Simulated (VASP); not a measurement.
## Pt: single point with PBE

The system is Pt, a slab with vacuum.

```
Pt
1.0
     2.80800    0.00000    0.00000
    -1.40400    2.43180    0.00000
     0.00000    0.00000   17.62030
Pt
3
Direct
  0.16667 0.33333 0.36889
  0.50000 0.00000 0.50000
  0.83333 0.66667 0.63111
```

```json
{
  "Program": "VASP 6.6.1",
  "Task": "single point",
  "Functional": "PBE",
  "Potentials or basis": "VASP PAW PBE potentials, release 64 (Pt)",
  "Cutoff": "520 eV",
  "k mesh": "13 × 13 × 1",
  "Occupations": "fermi-dirac, width 0.08 eV",
  "Spin": "no spin polarisation"
}
```

```json
{
  "Largest force": "0.021 eV/Å",
  "Band gap on the k mesh": "zero (bands 15 and 16 overlap by 1.19 eV)"
}
```

Forces on the atoms (eV/Å):
```
Pt   0.000  0.000  0.021
Pt   0.000  0.000  0.000
Pt   0.000  0.000 -0.021
```

Levels at points of the mesh, in eV from the Fermi level:
| k point | band 12 | band 13 | band 14 | band 15 | band 16 | band 17 | band 18 | band 19 |
| --- | --- | --- | --- | --- | --- | --- | --- | --- |
| (0.00, 0.00, 0.00) | -1.32 | -1.32 | -0.67 | -0.67 | -0.66 | -0.02 | -0.02 | 0.91 |

Run time: 26 s on 1 thread of Intel(R) Xeon(R) 6975P-C (Granite Rapids), with other jobs on the host, peak memory 0.27 GiB.

Caveat: spin-orbit coupling is left out, which moves the levels of the heavy elements.
